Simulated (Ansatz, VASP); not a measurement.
## Two plane-wave programs on InGa2O

```
CELL_PARAMETERS angstrom
2.64099 1.52478 3.68006
-2.64099 1.52478 3.68006
0.00000 -3.04955 3.68006
ATOMIC_POSITIONS crystal
In 0.50000 0.50000 0.50000
Ga 0.83484 0.83484 0.83484
Ga 0.16516 0.16516 0.16516
O 0.00000 0.00000 0.00000
```

Alike in both runs: functional PBE; k mesh 6 × 6 × 6; occupations gaussian, width 0.1 eV; no spin polarisation.

Ansatz relaxed the structure, and its values are those at the end. VASP's run is a single point on that final structure, the one shown.

|  | VASP | Ansatz |
| --- | --- | --- |
| version | VASP 6.6.1 | Ansatz 0.2.0 |
| potentials or method | VASP PAW PBE potentials, release 64 (In_d, Ga_d, O), cutoff 520 eV | scalar-relativistic, plane waves, PAW |
| valence electrons in the cell | 45 | 45 |

Ansatz gave:

```
gap on the k mesh at the Fermi level (eV) : none
pressure (GPa)                            : 0.0
rms of the force components (eV/Å)        : 0.003
```

Question: Estimate VASP's values.

Answer: gap on the k mesh at the Fermi level (eV): none; pressure (GPa): 0.0; rms of the force components (eV/Å): 0.013.

A gap of «none» marks a metal or a gap that the smearing closes. The functional is the same, so the differences come from potentials, cutoffs and numerics.
